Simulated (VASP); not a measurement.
# NaCl (Fm-3m) in VASP: further runs, part 2 of 2

VASP 6.6.1. Earlier steps stand in the parts before.

### 3 Single point, PBEsol

INCAR

```
PREC = Accurate
ENCUT = 520
EDIFF = 1E-6
ISMEAR = 0
SIGMA = 0.01
LREAL = F
LASPH = T
NELM = 100
ALGO = Normal
ISIF = 2
LWAVE = F
LCHARG = F
GGA = PS
NBANDS = 14
```

KPOINTS

```
regular mesh
0
Gamma
  8 8 8
```

POSCAR

```
NaCl
1.0
    0.0000000000      2.6451925339      2.6451925339
    2.6451925339      0.0000000000      2.6451925339
    2.6451925339      2.6451925339      0.0000000000
Na Cl
1 1
Direct
    0.0000000000      0.0000000000      0.0000000000
    0.5000000000      0.5000000000      0.5000000000
```

Potentials or basis: VASP PAW PBE potentials, release 64 (Na_pv, Cl).

The run is started by

```sh
> cat potpaw_PBE.64/Na_pv/POTCAR potpaw_PBE.64/Cl/POTCAR > POTCAR
> mpirun -np 1 vasp_std > vasp.out
```

OUTCAR:

```text
PREC = Accurate
   ENCUT = 520
   EDIFF = 1E-6
   ISMEAR = 0
   LREAL = F
   LASPH = T
   NELM = 100
   ISIF = 2
   GGA = PS

 ion  position               nearest neighbor table
   1  0.000  0.000  0.000-   2 2.65   2 2.65   2 2.65   2 2.65   2 2.65   2 2.65
   2  0.500  0.500  0.500-   1 2.65   1 2.65   1 2.65   1 2.65   1 2.65   1 2.65

  LATTYP: Found a face centered cubic cell.
 ALAT       =     5.2903850678

  Lattice vectors:

 A1 = (   0.0000000000,   2.6451925339,   2.6451925339)
 A2 = (   2.6451925339,   0.0000000000,   2.6451925339)
 A3 = (   2.6451925339,   2.6451925339,   0.0000000000)

Analysis of symmetry for initial positions (statically):
=====================================================================
 Subroutine PRICEL returns:
 Original cell was already a primitive cell.

 Routine SETGRP: Setting up the symmetry group for a
 face centered cubic supercell.

 Subroutine GETGRP returns: Found 48 space group operations
 (whereof 48 operations were pure point group operations)
 out of a pool of 48 trial point group operations.

The static configuration has the point symmetry O_h .

Analysis of symmetry for dynamics (positions and initial velocities):
[... 167 lines left out ...]
  band No.  band energies     occupation
      1     -19.8921      2.00000
      2     -19.8921      2.00000
      3     -19.8921      2.00000
      4     -12.6925      2.00000
      5       0.4847      2.00000
      6       0.4847      2.00000
      7       0.4847      2.00000
      8       6.2299      0.00000
      9      11.6039      0.00000
     10      11.6039      0.00000
     11      11.6039      0.00000
     12      14.1022      0.00000
     13      14.1022      0.00000
     14      15.7803      0.00000
[... 377 lines left out ...]
      1     -19.9518      2.00000
      2     -19.9110      2.00000
      3     -19.9019      2.00000
      4     -12.0387      2.00000
      5      -1.7989      2.00000
      6      -0.6079      2.00000
      7      -0.1166      2.00000
      8       9.0824      0.00000
      9      10.5425      0.00000
     10      11.5315      0.00000
     11      12.7830      0.00000
     12      15.6897      0.00000
     13      17.3172      0.00000
     14      18.2726      0.00000

 [... further k-points ...]
[... 5 lines left out ...]
  --------------------------------------------------------------------------------------
  -------------------------------------------------------------------------------------
  Total        1.5596870      1.5596870      1.5596870      0.0000000      0.0000000     -0.0000000
  in kB       67.5065899     67.5065899     67.5065899      0.0000000      0.0000000     -0.0000000
  external PRESSURE =      67.5065899 kB  Pullay stress =       0.0000000 kB

 VOLUME and BASIS-vectors are now :
 -----------------------------------------------------------------------------
  energy-cutoff  :      520.00
  volume of cell :       37.02
      direct lattice vectors                 reciprocal lattice vectors
     0.000000000  2.645192534  2.645192534    -0.189022158  0.189022158  0.189022158
     2.645192534  0.000000000  2.645192534     0.189022158 -0.189022158  0.189022158
     2.645192534  2.645192534  0.000000000     0.189022158  0.189022158 -0.189022158

 POSITION                                       TOTAL-FORCE (eV/Angst)
 -----------------------------------------------------------------------------------
      0.00000      0.00000      0.00000         0.000000      0.000000      0.000000
      2.64519      2.64519      2.64519        -0.000000      0.000000     -0.000000
 -----------------------------------------------------------------------------------
    total drift:                                0.000000      0.000000      0.000000

  FREE ENERGIE OF THE ION-ELECTRON SYSTEM (eV)
  ---------------------------------------------------
  free  energy   TOTEN  =        -6.8716120874 eV

  energy  without entropy=       -6.8716120874  energy(sigma->0) =       -6.87161209
```

Run time: 17 s. Hardware: 1 thread of Intel Xeon 8259CL, shared host; peak memory 0.15 GiB.

Results:

* Free energy: -6.8716 eV
* Pressure: 6.8 GPa
* Band gap on the k mesh: 5.75 eV

Caveat: the cell stands under pressure; the PAW data sets were made with another functional, which shifts forces and pressure a little.

### 4 Single point, PBEsol

INCAR

```
SYSTEM = NaCl
PREC = Accurate
ENCUT = 520
EDIFF = 1E-7
ISMEAR = 0
SIGMA = 0.02
LREAL = .FALSE.
LASPH = .TRUE.
NELM = 80
ALGO = Normal
ISIF = 2
LWAVE = .FALSE.
LCHARG = .FALSE.
GGA = PS
NBANDS = 14
```

KPOINTS

```
Automatic mesh
0
G
  8 8 8
  0 0 0
```

POSCAR is that of step 3.

The run is started by

```sh
> cat potpaw_PBE.64/Na_pv/POTCAR potpaw_PBE.64/Cl/POTCAR > POTCAR
> mpirun -np 1 vasp_std > vasp.out
```

Run time: 18 s. Hardware: 1 thread of Intel Xeon 8259CL, shared host; peak memory 0.15 GiB.

Results (log left out):

```
Free energy            : -6.8716 eV
Pressure               : 6.8 GPa
Band gap on the k mesh : 5.75 eV
```

Levels at points of the mesh, in eV from the valence-band top:
```tsv
k point	band 5	band 6	band 7	band 8	band 9	band 10
(0.00, 0.00, 0.00)	0.00	0.00	0.00	5.75	11.12	11.12
(0.50, 0.00, 0.00)	-2.65	-0.40	-0.40	7.37	11.28	11.28
(0.50, 0.50, 0.00)	-2.29	-0.82	-0.82	7.62	7.95	12.57
```

Caveat: the cell stands under pressure; the PAW data sets were made with another functional, which shifts forces and pressure a little.

### 5 Relaxation of cell and atoms, PBEsol, target pressure 6.66 GPa, at which the enthalpy is minimised

INCAR

```
SYSTEM = NaCl
PREC     = Accurate       ! precision mode
ENCUT    = 600            ! plane-wave cutoff, eV
EDIFF    = 1E-6           ! SCF threshold, eV
ISMEAR   = 0              ! smearing method
SIGMA    = 0.1            ! smearing width, eV
LREAL    = .False.        ! projectors in reciprocal space
LASPH    = .True.         ! aspherical terms in the spheres
NELM     = 100            ! most SCF steps
ALGO     = Normal         ! electronic algorithm
ISIF     = 3              ! what is computed and relaxed
LWAVE    = .False.        ! write WAVECAR
LCHARG   = .False.        ! write CHGCAR
GGA      = PS             ! functional
IBRION   = 2              ! ionic algorithm
NSW      = 80             ! ionic steps
EDIFFG   = -0.05          ! ionic threshold
PSTRESS  = 66.6
```

KPOINTS

```
regular mesh
0
Gamma
  6 6 6
  0 0 0
```

POSCAR

```
NaCl
1.0
    0.0000000000      2.6454494833      2.6454494833
    2.6454494833      0.0000000000      2.6454494833
    2.6454494833      2.6454494833      0.0000000000
Na Cl
1 1
Direct
    0.0000000000      0.0000000000      0.0000000000
    0.5000000000      0.5000000000      0.5000000000
```

The run is started by

```sh
> cat potpaw_PBE.64/Na_pv/POTCAR potpaw_PBE.64/Cl/POTCAR > POTCAR
> mpirun -np 1 vasp_std > vasp.out
```

Wall time 13 s (1 thread of Intel Xeon 8259CL, shared host); peak memory 0.16 GiB.

It converged, with:

| Quantity | Value |
| --- | --- |
| Free energy | -6.8724 eV |
| Pressure after relaxing | 6.8 GPa |
| Band gap on the k mesh | 5.74 eV |

Final structure:
```
Na Cl
1.0
     0.00000    2.64545    2.64545
     2.64545    0.00000    2.64545
     2.64545    2.64545    0.00000
Na Cl
1 1
Direct
  0.00000 0.00000 0.00000
  0.50000 0.50000 0.50000
```

Levels at points of the mesh, in eV from the valence-band top:
| k point | band 5 | band 6 | band 7 | band 8 | band 9 | band 10 |
| --- | --- | --- | --- | --- | --- | --- |
| (0.00, 0.00, 0.00) | 0.00 | 0.00 | 0.00 | 5.74 | 11.12 | 11.12 |
| (0.50, 0.00, 0.00) | -2.64 | -0.40 | -0.40 | 7.37 | 11.28 | 11.28 |
| (0.50, 0.50, 0.00) | -2.29 | -0.82 | -0.82 | 7.62 | 7.95 | 12.57 |

Caveat: the relaxation stopped at its first step, so nothing moved; the cell is relaxed towards a set pressure, so the run minimises the enthalpy, not the energy; the PAW data sets were made with another functional, which shifts forces and pressure a little.

### 6 Relaxation of cell and atoms, PBEsol, target pressure 6.66 GPa, at which the enthalpy is minimised

This run uses another cell than the first one, of 22.19 Å³/atom.

INCAR

```
SYSTEM = NaCl
ALGO = Normal
EDIFF = 1E-6
EDIFFG = -0.05
ENCUT = 600
GGA = PS
IBRION = 2
ISIF = 3
ISMEAR = 0
LASPH = .TRUE.
LCHARG = .FALSE.
LREAL = .FALSE.
LWAVE = .FALSE.
NELM = 60
NSW = 80
PREC = Accurate
PSTRESS = 66.6
SIGMA = 0.1
```

KPOINTS

```
k-points
0
G
  6 6 6
  0 0 0
```

POSCAR

```
NaCl
1.0
    0.0000000000      2.8100000000      2.8100000000
    2.8100000000      0.0000000000      2.8100000000
    2.8100000000      2.8100000000      0.0000000000
Na Cl
1 1
Direct
    0.0000000000      0.0000000000      0.0000000000
    0.5000000000      0.5000000000      0.5000000000
```

Potentials or basis: VASP PAW PBE potentials, release 64 (Na_pv, Cl).

The run is started by

```sh
> cat potpaw_PBE.64/Na_pv/POTCAR potpaw_PBE.64/Cl/POTCAR > POTCAR
> mpirun -np 1 vasp_std > vasp.out
```

Wall time 24 s (1 thread of Intel Xeon 8259CL, shared host); peak memory 0.17 GiB.

The run converged. Its results:

```yaml
Free_energy: -6.8805 eV
Relaxed_volume: 18.60 Å³/atom
Relaxed_cell: a = 3.747 Å, b = 3.747 Å, c = 3.747 Å, α = 60.00°, β = 60.00°, γ = 60.00°
Space_group_after_relaxing_to_0.1_Å: Fm-3m (No. 225)
Energy_change_on_relaxing_the_run_minimises_the_enthalpy: +59.0 meV/atom
Ionic_steps: 3
Pressure_after_relaxing: 6.6 GPa
Band_gap_on_the_k_mesh: 5.72 eV
```

Step by step:
```csv
step,energy change (eV),largest force (eV/Å),pressure (GPa),volume (Å³)
1,0.0000,0.0000,-0.19,44.38
2,0.0705,0.0000,4.70,38.55
3,0.1180,0.0000,6.61,37.19
```

Final structure:
```yaml
crystal:
  lattice:
    - [0.00000, 2.64932, 2.64932]
    - [2.64932, 0.00000, 2.64932]
    - [2.64932, 2.64932, 0.00000]
  atoms:
    - { symbol: Na, position: [0.00000, 0.00000, 0.00000] }
    - { symbol: Cl, position: [0.50000, 0.50000, 0.50000] }
```

Levels at points of the mesh, in eV from the valence-band top:
```tsv
k point	band 3	band 4	band 5	band 6	band 7	band 8	band 9	band 10	band 11
(0.00, 0.00, 0.00)	-20.38	-13.16	0.00	0.00	0.00	5.72	11.12	11.12	11.12
(0.50, 0.00, 0.00)	-20.38	-12.56	-2.63	-0.40	-0.40	7.36	11.27	11.27	12.08
(0.50, 0.50, 0.00)	-20.40	-12.51	-2.27	-0.82	-0.82	7.63	7.94	12.53	15.92
```

Caveat: the cell is relaxed towards a set pressure, so the run minimises the enthalpy, not the energy; the volume moved by over 15 % at a fixed basis, so the end points are rough; the PAW data sets were made with another functional, which shifts forces and pressure a little.

### 7 Overview

```csv
task,cell,k mesh,cutoff (eV),smearing,gap on the mesh (eV),pressure (GPa)
single point,"a = 3.741 Å, angles 60.0°, 2 atoms",6 × 6 × 6,520,gaussian 0.1 eV,5.74,6.7
single point,"a = 3.741 Å, angles 60.0°, 2 atoms",8 × 8 × 8,520,gaussian 0.01 eV,5.75,6.8
single point,"a = 3.741 Å, angles 60.0°, 2 atoms",8 × 8 × 8,520,gaussian 0.02 eV,5.75,6.8
relaxation of cell and atoms,"relaxed to 6.66 GPa from a = 3.741 Å, angles 60.0°, 2 atoms",6 × 6 × 6,600,gaussian 0.1 eV,5.74,6.8
relaxation of cell and atoms,"relaxed to 6.66 GPa from a = 3.974 Å, angles 60.0°, 2 atoms",6 × 6 × 6,600,gaussian 0.1 eV,5.72,6.6
```

Alike in all rows: level PBEsol; potentials or basis VASP PAW PBE potentials, release 64 (Na_pv, Cl); no spin polarisation.

Caveats: the PAW data sets were made with another functional, which shifts forces and pressure a little; the cell stands under pressure (at least some runs); the cell is relaxed towards a set pressure, so the run minimises the enthalpy, not the energy (at least some runs); the relaxation stopped at its first step, so nothing moved (at least some runs); the volume moved by over 15 % at a fixed basis, so the end points are rough (at least some runs).

Total energies depend on the potentials used, so only differences within one code and one set of settings carry meaning.
